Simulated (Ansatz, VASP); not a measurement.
**Two plane-wave programs on Ga2O3**

Contents of POSCAR:

```
Ga2O3
1.0
    2.4923023535      1.5397464336      4.5130425731
   -2.4923023535      1.5397464336      4.5130425731
    0.0000000000     -2.7770478705      4.4159147013
Ga O
4 6
Direct
    0.3554023483      0.3554023483      0.3554023483
    0.1445976517      0.1445976517      0.1445976517
    0.6445976517      0.6445976517      0.6445976517
    0.8554023483      0.8554023483      0.8554023483
    0.5536262452      0.9463737548      0.2500000000
    0.2500000000      0.5536262452      0.9463737548
    0.9463737548      0.2500000000      0.5536262452
    0.4463737548      0.0536262452      0.7500000000
    0.7500000000      0.4463737548      0.0536262452
    0.0536262452      0.7500000000      0.4463737548
```

The input INCAR.step1:

```
SYSTEM = Ga2O3
ALGO = Normal ; EDIFF = 1E-4
ENCUT = 520 ; GGA = PE
ISMEAR = 0 ; LASPH = .TRUE.
LCHARG = .FALSE. ; LREAL = .FALSE.
LWAVE = .TRUE. ; NBANDS = 55
NELM = 60 ; PREC = Accurate
SIGMA = 0.05
```

File INCAR.step2:

```
SYSTEM = Ga2O3
ALGO = Normal ; EDIFF = 1E-7
ENCUT = 520 ; ISIF = 2
ISMEAR = 0 ; ISTART = 1
LASPH = .TRUE. ; LCHARG = .TRUE.
LELF = .TRUE. ; LMIXTAU = .TRUE.
LREAL = .FALSE. ; LVHAR = .TRUE.
LWAVE = .FALSE. ; METAGGA = R2SCAN
NBANDS = 55 ; NELM = 60
PREC = Accurate ; SIGMA = 0.05
```

KPOINTS

```
k-points
0
G
  6 6 6
  0 0 0
```

Input for Ansatz:

```yaml
crystal:
  lattice:
    - [2.4923023535, 1.5397464336, 4.5130425731]
    - [-2.4923023535, 1.5397464336, 4.5130425731]
    - [0.0, -2.7770478705, 4.4159147013]
  atoms:
    - { symbol: Ga, position: [0.3554023483, 0.3554023483, 0.3554023483] }
    - { symbol: Ga, position: [0.1445976517, 0.1445976517, 0.1445976517] }
    - { symbol: Ga, position: [0.6445976517, 0.6445976517, 0.6445976517] }
    - { symbol: Ga, position: [0.8554023483, 0.8554023483, 0.8554023483] }
    - { symbol: O, position: [0.5536262452, 0.9463737548, 0.25] }
    - { symbol: O, position: [0.25, 0.5536262452, 0.9463737548] }
    - { symbol: O, position: [0.9463737548, 0.25, 0.5536262452] }
    - { symbol: O, position: [0.4463737548, 0.0536262452, 0.75] }
    - { symbol: O, position: [0.75, 0.4463737548, 0.0536262452] }
    - { symbol: O, position: [0.0536262452, 0.75, 0.4463737548] }
basis:
  ecutwfc: 500
kpoints:
  mp_grid: { grid: [6, 6, 6] }
hamiltonian:
  xc: r2scan
scf:
  occupations: { method: gaussian, width: 0.05 }
output:
  forces: true
  stress: true
  eigenvalues: true
```

Change from the starting cell: strain +0.0450 x Voigt [0, 0, 0, 1, 0, 0], atoms carried along.

Alike in both runs: task single point; functional r2SCAN; k mesh 6 × 6 × 6; occupations gaussian, width 0.05 eV; no spin polarisation.

|  | VASP | Ansatz |
| --- | --- | --- |
| version | VASP 6.6.1 | Ansatz 0.2.0 |
| potentials or method | VASP PAW PBE potentials, release 64 (Ga_d, O), cutoff 520 eV | scalar-relativistic, plane waves, PAW |
| valence electrons in the cell | 88 | 88 |

|  | VASP | Ansatz | Ansatz less VASP |
| --- | --- | --- | --- |
| gap on the k mesh at the Fermi level (eV) | 3.50 | 3.51 | +0.008 |
| least direct gap on the mesh (eV) | 3.79 | 3.79 | +0.002 |
| pressure (GPa) | 2.4 | 0.5 | -1.92 |
| traceless stress, the component that is largest in VASP (GPa) | -4.97 | -4.76 | +0.206 |
| rms of the force components (eV/Å) | 0.151 | 0.142 | -0.0086 |

VASP's potentials were made for PBE, not for r2SCAN. Atom by atom the forces differ by 0.024 eV/Å (rms over components).
